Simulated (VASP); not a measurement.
**Hg: single point with r2SCAN**

Crystal: Hg.

```
Hg
1.0
     1.87786    1.08418    2.15473
    -1.87786    1.08418    2.15473
     0.00000   -2.16837    2.15473
Hg
1
Direct
  0.00000 0.00000 0.00000
```

- Program: VASP 6.6.1
- Task: single point
- Functional: r2SCAN
- Potentials or basis: VASP PAW PBE potentials, release 64 (Hg)
- Cutoff: 520 eV
- k mesh: 11 × 11 × 11
- Occupations: methfessel-paxton, width 0.2 eV
- Spin: no spin polarisation

```yaml
Pressure: 0.4 GPa
Band_gap_on_the_k_mesh: zero (bands 6 and 7 overlap by 2.63 eV)
```

Stress tensor (GPa, compression positive):
```
0.27 0.00 0.00
0.00 0.27 0.00
0.00 0.00 0.75
```

Levels at points of the mesh, in eV from the Fermi level:
| k point | band 2 | band 3 | band 4 | band 5 | band 6 | band 7 | band 8 | band 9 | band 10 | band 11 |
| --- | --- | --- | --- | --- | --- | --- | --- | --- | --- | --- |
| (0.00, 0.00, 0.00) | -8.04 | -8.04 | -6.46 | -6.46 | -6.46 | 11.39 | 11.39 | 11.61 | 15.52 | 17.03 |

Wall time 46 s on 1 thread of Intel(R) Xeon(R) 6975P-C (Granite Rapids), with other jobs on the host, peak memory 0.17 GiB.

Caveat: the PAW data sets were made with another functional, which shifts forces and pressure a little; spin-orbit coupling is left out, which moves the levels of the heavy elements.
